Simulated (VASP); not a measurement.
# LiP2 (Cmce) in VASP: relaxation of cell and atoms with PBE+D3(BJ)

Aim: the relaxation of cell and atoms of LiP2 with PBE+D3(BJ).

All numbers are computed with VASP 6.6.1; they aren't measurements. Logs are shortened: lines on timing, memory, paths and dates and some standing lists are left out, and cuts for length are marked.

### Step 1. The cell of the first run

It takes space group Cmce (No. 64, orthorhombic). The conventional cell has a = 3.343 Å, b = 14.393 Å, c = 3.611 Å, α = 90.00°, β = 90.00°, γ = 90.00°. Within 3.0 Å of P (site symmetry m) lie 4 P at 2.25 to 2.69 Å and 4 Li at 2.58 to 2.79 Å. Li (site symmetry 2/m) has 4 Li at 2.46 Å and 8 P at 2.58 to 2.79 Å within 3.2 Å.

### Step 2. Relaxation of cell and atoms, PBE+D3(BJ)

File INCAR:

```
SYSTEM = LiP2
  PREC = Accurate
  ENCUT = 600
  EDIFF = 1E-7
  ISMEAR = 0
  SIGMA = 0.1
  LREAL = .False.
  LASPH = .True.
  NELM = 60
  ALGO = Normal
  ISIF = 3
  LWAVE = .False.
  LCHARG = .False.
  GGA = PE
  IVDW = 12
  IBRION = 2
  NSW = 90
  EDIFFG = -0.025
```

File KPOINTS:

```
regular mesh
0
Gamma
  10 10 8
  0 0 0
```

File POSCAR:

```
LiP2
1.0
    1.6716146705     -7.1966290694      0.0000000000
    1.6716146705      7.1966290694      0.0000000000
    0.0000000000      0.0000000000      3.6108538710
P Li
4 2
Direct
    0.8618805209      0.1381194791     -0.0424379530
    0.6381194791      0.3618805209      0.4575620470
    0.1381194791      0.8618805209      1.0424379530
    0.3618805209      0.6381194791      0.5424379530
    0.0000000000      0.0000000000      0.5000000000
    0.5000000000      0.5000000000      0.0000000000
```

Potentials or basis: VASP PAW PBE potentials, release 64 (P, Li_sv).

Run with:

```sh
cat potpaw_PBE.64/P/POTCAR potpaw_PBE.64/Li_sv/POTCAR > POTCAR
mpirun -np 1 vasp_std > vasp.out
```

OUTCAR:

```text
SYSTEM = LiP2
   PREC = Accurate
   ENCUT = 600
   EDIFF = 1E-7
   ISMEAR = 0
   LREAL = .False.
   LASPH = .True.
   NELM = 60
   ISIF = 3
   GGA = PE
   IVDW = 12
   IBRION = 2
   NSW = 90
   EDIFFG = -0.025
 IVDW          = 12

 ion  position               nearest neighbor table
   1  0.862  0.138  0.958-   4 2.25   4 2.25   5 2.58   6 2.60   6 2.60   4 2.69   4 2.69
   2  0.638  0.362  0.458-   3 2.25   3 2.25   6 2.58   5 2.60   5 2.60   3 2.69   3 2.69
   3  0.138  0.862  0.042-   2 2.25   2 2.25   5 2.58   6 2.60   6 2.60   2 2.69   2 2.69
   4  0.362  0.638  0.542-   1 2.25   1 2.25   6 2.58   5 2.60   5 2.60   1 2.69   1 2.69
   5  0.000  0.000  0.500-   6 2.46   6 2.46   6 2.46   6 2.46   1 2.58   3 2.58   2 2.60   4 2.60
                             2 2.60   4 2.60
   6  0.500  0.500  0.000-   5 2.46   5 2.46   5 2.46   5 2.46   2 2.58   4 2.58   3 2.60   1 2.60
                             3 2.60   1 2.60

  LATTYP: Found a base centered orthorhombic cell.
 ALAT       =     3.3432293410
 B/A-ratio  =     4.3051961654
 C/A-ratio  =     1.0800497072

  Lattice vectors:

 A1 = (   1.6716146705,  -7.1966290694,   0.0000000000)
 A2 = (   1.6716146705,   7.1966290694,   0.0000000000)
 A3 = (   0.0000000000,   0.0000000000,   3.6108538710)

Analysis of symmetry for initial positions (statically):
=====================================================================
 Subroutine PRICEL returns:
 Original cell was already a primitive cell.

 Routine SETGRP: Setting up the symmetry group for a
 base centered orthorhombic supercell.

 Subroutine GETGRP returns: Found  8 space group operations
 (whereof  4 operations were pure point group operations)
 out of a pool of  8 trial point group operations.

The static configuration has the point symmetry C_2h.
 The point group associated with its full space group is D_2h.

Analysis of symmetry for dynamics (positions and initial velocities):
=====================================================================
 Subroutine PRICEL returns:
 Original cell was already a primitive cell.

 Routine SETGRP: Setting up the symmetry group for a
 base centered orthorhombic supercell.

 Subroutine GETGRP returns: Found  8 space group operations
 (whereof  4 operations were pure point group operations)
 out of a pool of  8 trial point group operations.

The dynamic configuration has the point symmetry C_2h.
 The point group associated with its full space group is D_2h.

 Subroutine INISYM returns: Found  8 space group operations
 (whereof  4 operations are pure point group operations),
 and found     1 'primitive' translations

----------------------------------------------------------------------------------------

                                     Primitive cell

  volume of cell :      86.8771

  direct lattice vectors                    reciprocal lattice vectors
     1.671614670 -7.196629069  0.000000000     0.299111996 -0.069476973  0.000000000
     1.671614670  7.196629069  0.000000000     0.299111996  0.069476973  0.000000000
     0.000000000  0.000000000  3.610853871     0.000000000  0.000000000  0.276942805

  length of vectors
     7.388218024  7.388218024  3.610853871     0.307074967  0.307074967  0.276942805

  position of ions in fractional coordinates (direct lattice)
     0.861880521  0.138119479  0.957562047
     0.638119479  0.361880521  0.457562047
     0.138119479  0.861880521  0.042437953
     0.361880521  0.638119479  0.542437953
     0.000000000  0.000000000  0.500000000
     0.500000000  0.500000000  0.000000000

  ion indices of the primitive-cell ions
   primitive index   ion index
                 1           1
                 2           2
                 3           3
                 4           4
                 5           5
                 6           6

----------------------------------------------------------------------------------------

 KPOINTS: regular mesh

Automatic generation of k-mesh.
 Grid dimensions read from file:
 generate k-points for:   10   10    8

 Generating k-lattice:

  Cartesian coordinates                     Fractional coordinates (reciprocal lattice)
     0.029911200 -0.006947697  0.000000000     0.100000000  0.000000000  0.000000000
     0.029911200  0.006947697  0.000000000     0.000000000  0.100000000  0.000000000
     0.000000000  0.000000000  0.034617851     0.000000000  0.000000000  0.125000000

  Length of vectors
     0.030707497  0.030707497  0.034617851

  Shift w.r.t. Gamma in fractional coordinates (k-lattice)
     0.000000000  0.000000000  0.000000000

 Subroutine IBZKPT returns following result:
 ===========================================

 Found    155 irreducible k-points:

 Following reciprocal coordinates:
            Coordinates               Weight
  0.000000  0.000000  0.000000      1.000000
  0.100000 -0.000000  0.000000      4.000000
  0.200000 -0.000000  0.000000      4.000000
  0.300000  0.000000  0.000000      4.000000
  0.400000  0.000000  0.000000      4.000000
  0.500000  0.000000  0.000000      2.000000
[... 16 lines left out ...]
  0.300000  0.300000  0.000000      2.000000
  0.400000  0.300000  0.000000      4.000000
 [... further k-points ...]
   k-points           NKPTS =    155   k-points in BZ     NKDIM =    155   number of bands    NBANDS=     17
   number of dos      NEDOS =    301   number of ions     NIONS =      6
   total plane-waves  NPLWV = 108000
   dimension x,y,z NGX =    60 NGY =   60 NGZ =   30
   dimension x,y,z NGXF=   120 NGYF=  120 NGZF=   60
   ions per type =               4   2
   NGX,Y,Z   is equivalent  to a cutoff of  13.50, 13.50, 13.81 a.u.
   NGXF,Y,Z  is equivalent  to a cutoff of  27.00, 27.00, 27.62 a.u.
 SYSTEM =  LiP2
   PREC   = accura    normal or accurate (medium, high low for compatibility)
   ISTART =      0    job   : 0-new  1-cont  2-samecut
   ICHARG =      2    charge: 1-file 2-atom 10-const
   ISPIN  =      1    spin polarized calculation?
   LNONCOLLINEAR =      F non collinear calculations
   LSORBIT =      F    spin-orbit coupling
   LASPH  =      T    aspherical Exc in radial PAW
   ENCUT  =  600.0 eV  44.10 Ry    6.64 a.u.  14.76 14.76  7.21*2*pi/ulx,y,z
   NELM   =     60;   NELMIN=  2; NELMDL= -5     # of ELM steps
   EDIFF  = 0.1E-06   stopping-criterion for ELM
   LREAL  =      F    real-space projection
   EDIFFG = -.3E-01   stopping-criterion for IOM
   NSW    =     90    number of steps for IOM
   IBRION =      2    ionic relax: 0-MD 1-quasi-New 2-CG
   NFREE  =      1    steps in history (QN), initial steepest desc. (CG)
   ISIF   =      3    stress and relaxation
   ISYM   =      2    0-nonsym 1-usesym 2-fastsym
   POTIM  = 0.5000    time-step for ionic-motion
   TEBEG  =    0.0;   TEEND  =   0.0 temperature during run
   PSTRESS=    0.0 pullay stress
   NELECT =      26.0000    total number of electrons
   NUPDOWN=      -1.0000    fix difference up-down
   EMIN   =  10.00;   EMAX   =-10.00  energy-range for DOS
   EFERMI =   0.00;   METHOD = LEGACY
   ISMEAR =     0;   SIGMA  =   0.10  broadening in eV -4-tet -1-fermi 0-gaus
   EFERMI_NEDOS =   21; number of points for ismear=-14 and -15
   IALGO  =     38    algorithm
   IMIX   =      4    mixing-type and parameters
     AMIX     =   0.40;   BMIX     =  1.00
     AMIX_MAG =   1.60;   BMIX_MAG =  1.00
  volume/ion in A,a.u.               =      14.48        97.71
  Fermi-wavevector in a.u.,A,eV,Ry     =   1.095042  2.069330 16.314985  1.199118
  Thomas-Fermi vector in A             =   2.231358
   LORBIT       =      0    0 simple, 1 ext, 2 COOP (PROOUT), +10 PAW based schemes
   GGA     = PE    functional components
   LHFCALC =     F    Hartree Fock is set to
   AEXX    =    0.0000 exact exchange contribution
   IVDW    =    12    specifies the selected vdW correction
   LEPSILON=     F    determine dielectric tensor
   LRPA    =     F    only Hartree local field effects (RPA)
 conjugate gradient relaxation of ions
 non-spin polarized calculation
 Gauss-broadening in eV      SIGMA  =   0.10
  energy-cutoff  :      600.00
  volume of cell :       86.88
 maximum number of plane-waves:      2920
   NGX = 29   NGY = 29   NGZ = 15

--------------------------------------- Ionic step        1  -------------------------------------------

 number of electron      25.9999985 magnetization

 Free energy of the ion-electron system (eV)
  ---------------------------------------------------
  ext. energy  EPLUGINS =         0.00000000
  ---------------------------------------------------
  free energy    TOTEN  =       -26.00090982 eV

  energy without entropy =      -25.99260214  energy(sigma->0) =      -25.99675598

------------------------ aborting loop because EDIFF is reached ----------------------------------------

 Edisp (eV)   -2.29014

 E8    (eV) :    -0.8837
[... 117 lines left out ...]
  FREE ENERGIE OF THE ION-ELECTRON SYSTEM (eV)
  ---------------------------------------------------
  free  energy   TOTEN  =       -28.3037168758 eV

  energy  without entropy=      -28.2968546376  energy(sigma->0) =      -28.30028576

 E-fermi :   6.0878     XC(G=0):  -9.9925

 val. band max:        6.0877583511   @ k =   0.5000   0.1000   0.2500
 cond. band min:       6.1560065239   @ k =   0.5000   0.5000   0.2500
 fundamental gap:      0.0682481728
 Fermi energy:         6.0877593769

 k-point     1 :       0.0000    0.0000    0.0000
  band No.  band energies     occupation
      1     -40.0328      2.00000
      2     -39.9382      2.00000
      3      -8.3550      2.00000
      4      -7.8890      2.00000
      5       0.0515      2.00000
      6       0.8045      2.00000
[... 457 lines left out ...]
      4      -6.8407      2.00000
      5      -2.4276      2.00000
      6      -1.9377      2.00000
[... 9 lines left out ...]
     16       8.7067      0.00000
     17       9.1454      0.00000

 [... further k-points ...]

[... ionic steps 4 to 12 ...]

--------------------------------------- Ionic step       13  -------------------------------------------

 number of electron      26.0000005 magnetization

------------------------ aborting loop because EDIFF is reached ----------------------------------------
[... 83 lines left out ...]
--------------------------------------- Ionic step       15  -------------------------------------------

 number of electron      26.0000006 magnetization

 Free energy of the ion-electron system (eV)
  ---------------------------------------------------
  ext. energy  EPLUGINS =         0.00000000
  ---------------------------------------------------
  free energy    TOTEN  =       -26.14366709 eV

  energy without entropy =      -26.13966570  energy(sigma->0) =      -26.14166639

 E-fermi :   6.1603     XC(G=0): -10.0134

 val. band max:        6.1483358758   @ k =   0.1000   0.1000   0.5000
 cond. band min:       6.1659252925   @ k =   0.2000   0.1000   0.5000
 fundamental gap:      0.0175894167
 Fermi energy:         6.1603127568

 k-point     1 :       0.0000    0.0000    0.0000
  band No.  band energies     occupation
      1     -39.9722      2.00000
      2     -39.8765      2.00000
      3      -8.3438      2.00000
      4      -7.8671      2.00000
      5       0.0731      2.00000
      6       0.9305      2.00000
[... 457 lines left out ...]
      4      -6.8391      2.00000
      5      -2.4895      2.00000
      6      -1.9840      2.00000
[... 9 lines left out ...]
     16       8.8287      0.00000
     17       9.2836      0.00000

 [... further k-points ...]

------------------------ aborting loop because EDIFF is reached ----------------------------------------

 Edisp (eV)   -2.20335

 E8    (eV) :    -0.8499
[... 29 lines left out ...]
  FREE ENERGIE OF THE ION-ELECTRON SYSTEM (eV)
  ---------------------------------------------------
  free  energy   TOTEN  =       -28.3470188078 eV

  energy  without entropy=      -28.3430174250  energy(sigma->0) =      -28.34501812

 reached required accuracy - stopping structural energy minimisation
```

Run time: 29 min. Hardware: 1 thread of Intel Xeon 6975P-C (Granite Rapids), shared host; peak memory 0.49 GiB.

Results:

```
Free energy                           : -28.3470 eV
Relaxed volume                        : 15.02 Å³/atom
Relaxed cell                          : a = 7.366 Å, b = 7.366 Å, c = 3.810 Å, α = 90.00°, β = 90.00°, γ = 154.15°
Space group after relaxing (to 0.1 Å) : Cmce (No. 64)
Energy gained by relaxing             : 9.3 meV/atom
Ionic steps                           : 15
Pressure after relaxing               : -0.1 GPa
Largest force after relaxing          : 0.006 eV/Å
Band gap on the k mesh                : zero (bands 13 and 14 overlap by 2.91 eV)
Dispersion energy per atom            : -0.367 eV
```

Forces on the atoms (eV/Å):
```
P    0.000  0.001 -0.006
P    0.000 -0.001 -0.006
P    0.000 -0.001  0.006
P    0.000  0.001  0.006
Li   0.000  0.000  0.000
Li   0.000  0.000  0.000
```

Step by step:
| step | energy change (eV) | largest force (eV/Å) | pressure (GPa) | volume (Å³) |
| --- | --- | --- | --- | --- |
| 1 | 0.0000 | 0.1646 | -0.38 | 86.88 |
| 2 | -0.0116 | 0.0682 | 0.56 | 86.45 |
| 3 | -0.0127 | 0.0442 | 0.95 | 86.28 |
| 4 | -0.0213 | 0.1250 | 0.47 | 87.15 |
| 5 | -0.0300 | 0.3511 | -0.20 | 88.53 |
| 6 | -0.0143 | 0.5941 | -1.76 | 91.26 |
| 7 | -0.0322 | 0.4018 | -0.45 | 89.01 |
| 8 | -0.0356 | 0.3896 | -0.48 | 89.25 |
| 9 | -0.0431 | 0.3315 | -0.61 | 89.98 |
| 10 | -0.0426 | 0.1901 | -0.80 | 91.41 |
| 11 | -0.0456 | 0.2655 | -0.71 | 90.63 |
| 12 | -0.0499 | 0.1845 | -0.43 | 90.43 |
| 13 | -0.0543 | 0.0249 | 0.26 | 89.93 |
| 14 | -0.0551 | 0.0170 | 0.16 | 89.99 |
| 15 | -0.0560 | 0.0061 | -0.12 | 90.14 |

Final structure:
```
CELL_PARAMETERS angstrom
1.64779 -7.17968 0.00000
1.64779 7.17968 0.00000
0.00000 0.00000 3.80951
ATOMIC_POSITIONS crystal
P 0.86055 0.13945 0.94193
P 0.63945 0.36055 0.44193
P 0.13945 0.86055 0.05807
P 0.36055 0.63945 0.55807
Li 0.00000 0.00000 0.50000
Li 0.50000 0.50000 0.00000
```

Caveat: the cutoff is under 1.25 times the usual one of these potentials, so pressure, stress and relaxed cells hold a basis-set (Pulay) error. Zero-point motion and thermal expansion aren't in these numbers.
